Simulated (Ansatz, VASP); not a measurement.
# Two plane-wave programs on HfN

File INCAR:

```
ALGO = Normal
EDIFF = 1E-6
ENCUT = 520
GGA = PE
ISIF = 2
ISMEAR = 0
LASPH = True
LCHARG = False
LREAL = False
LWAVE = False
NBANDS = 14
NELM = 60
PREC = Accurate
SIGMA = 0.15
```

Contents of KPOINTS:

```
k-points
0
Gamma
  16 16 16
```

The input POSCAR:

```
HfN
1.0
    0.0000000000      2.2738140414      2.2738140414
    2.2738140414      0.0000000000      2.2738140414
    2.2738140414      2.2738140414      0.0000000000
Hf N
1 1
Direct
   -0.0006695498      0.0026781992      0.0006695498
    0.5085319202      0.4658723191      0.4914680798
```

Input for Ansatz:

```yaml
crystal:
  lattice:
    - [0.0, 2.2738140414, 2.2738140414]
    - [2.2738140414, 0.0, 2.2738140414]
    - [2.2738140414, 2.2738140414, 0.0]
  atoms:
    - { symbol: Hf, position: [-0.0006695498, 0.0026781992, 0.0006695498] }
    - { symbol: "N", position: [0.5085319202, 0.4658723191, 0.4914680798] }
basis:
  ecutwfc: 520.0
kpoints:
  mp_grid: { grid: [16, 16, 16] }
hamiltonian:
  xc: pbe
  pseudopotentials: { kind: paw, azcp: { folder: soft_1 } }
scf:
  occupations: { method: gaussian, width: 0.15 }
output:
  forces: true
  stress: true
  eigenvalues: true
```

Change from the starting cell: mode 4 frozen in at -0.097 Å and mode 6 at -0.058 Å (largest displacements).

Alike in both runs: task single point; functional PBE; k mesh 16 × 16 × 16; occupations gaussian, width 0.15 eV; no spin polarisation.

|  | VASP | Ansatz |
| --- | --- | --- |
| version | VASP 6.6.1 | Ansatz 0.2.0 |
| potentials or method | VASP PAW PBE potentials, release 64 (Hf_pv, N), cutoff 520 eV | scalar-relativistic, plane waves, PAW |
| valence electrons in the cell | 15 | 31 |

```csv
,VASP,Ansatz,Ansatz less VASP
gap on the k mesh at the Fermi level (eV),none,none,-
pressure (GPa),-0.4,1.9,+2.28
"traceless stress, the component that is largest in VASP (GPa)",2.16,2.19,+0.027
rms of the force components (eV/Å),0.767,0.768,+0.0009
```

Atom by atom the forces differ by 0.001 eV/Å (rms over components). A gap of «none» marks a metal or a gap that the smearing closes. The functional is the same, so the differences come from potentials, cutoffs and numerics. VASP's potentials hold 15 valence electrons a cell and Ansatz's 31, so a difference there can come from the potentials and not from the codes.

Neither program's run includes spin-orbit coupling.
